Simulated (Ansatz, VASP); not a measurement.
Ir in VASP and in Ansatz

File INCAR:

```
SYSTEM = Ir
PREC     = Accurate       ! precision mode
ENCUT    = 500            ! plane-wave cutoff, eV
EDIFF    = 1E-6           ! SCF threshold, eV
ISMEAR   = -1             ! smearing method
SIGMA    = 0.08           ! smearing width, eV
LREAL    = .False.        ! projectors in reciprocal space
LASPH    = .True.         ! aspherical terms in the spheres
NELM     = 120            ! most SCF steps
ALGO     = Normal         ! electronic algorithm
ISIF     = 2              ! what is computed and relaxed
LWAVE    = .False.        ! write WAVECAR
LCHARG   = .False.        ! write CHGCAR
GGA      = PE             ! functional
NBANDS   = 20             ! bands
GGA_COMPAT= .False.
```

File KPOINTS:

```
Automatic mesh
0
Gamma
  8 8 11
  0 0 0
```

Contents of POSCAR:

```
Ir
1.0
    4.3809842993      0.0000000000      0.0000000000
   -2.1904921497      3.7940436968      0.0000000000
    0.0000000000      0.0000000000      2.7015791980
Ir
3
Direct
    0.0000000000      0.0000000000      0.0000000000
    0.3333333333      0.6666666667      0.5000000000
    0.6666666667      0.3333333333      0.5000000000
```

Input for Ansatz:

```yaml
crystal:
  lattice:
    - [4.3809842993, 0.0, 0.0]
    - [-2.1904921497, 3.7940436968, 0.0]
    - [0.0, 0.0, 2.701579198]
  atoms:
    - { symbol: Ir, position: [0.0, 0.0, 0.0] }
    - { symbol: Ir, position: [0.3333333333, 0.6666666667, 0.5] }
    - { symbol: Ir, position: [0.6666666667, 0.3333333333, 0.5] }
kpoints:
  mp_grid: { grid: [8, 8, 11] }
  band_path:
    path:
      - [0.0, 0.0, 0.0]
      - [0.5, 0.0, 0.0]
      - [0.3333333333, 0.3333333333, 0.0]
      - [0.0, 0.0, 0.0]
      - [0.0, 0.0, 0.5]
      - [0.5, 0.0, 0.5]
      - [0.3333333333, 0.3333333333, 0.5]
      - [0.0, 0.0, 0.5]
      - [0.5, 0.0, 0.5]
    npoints: 14
scf:
  occupations: { method: fermi_dirac, width: 0.08 }
hamiltonian:
  xc: pbe
  pseudopotentials: { kind: all_electron, lapw: { basis_error: 0.001 } }
output:
  forces: true
  stress: true
  eigenvalues: true
  populations: true
  dos: { projected: true, de: 0.2, e_range: [-14, 8] }
```

Alike in both runs: task single point; functional PBE; k mesh 8 × 8 × 11; occupations fermi-dirac, width 0.08 eV; no spin polarisation.

|  | VASP | Ansatz |
| --- | --- | --- |
| version | VASP 6.6.1 | Ansatz 0.2.0 |
| potentials or method | VASP PAW PBE potentials, release 64 (Ir), cutoff 500 eV | all-electron LAPW, scalar-relativistic |

|  | VASP | Ansatz | Ansatz less VASP |
| --- | --- | --- | --- |
| pressure (GPa) | 0.4 | 0.0 | -0.41 |
| traceless stress, the component that is largest in VASP (GPa) | -0.13 | 0.01 | +0.143 |

Ansatz ran all-electron here, and VASP with PAW potentials.

Spin-orbit coupling is off throughout.
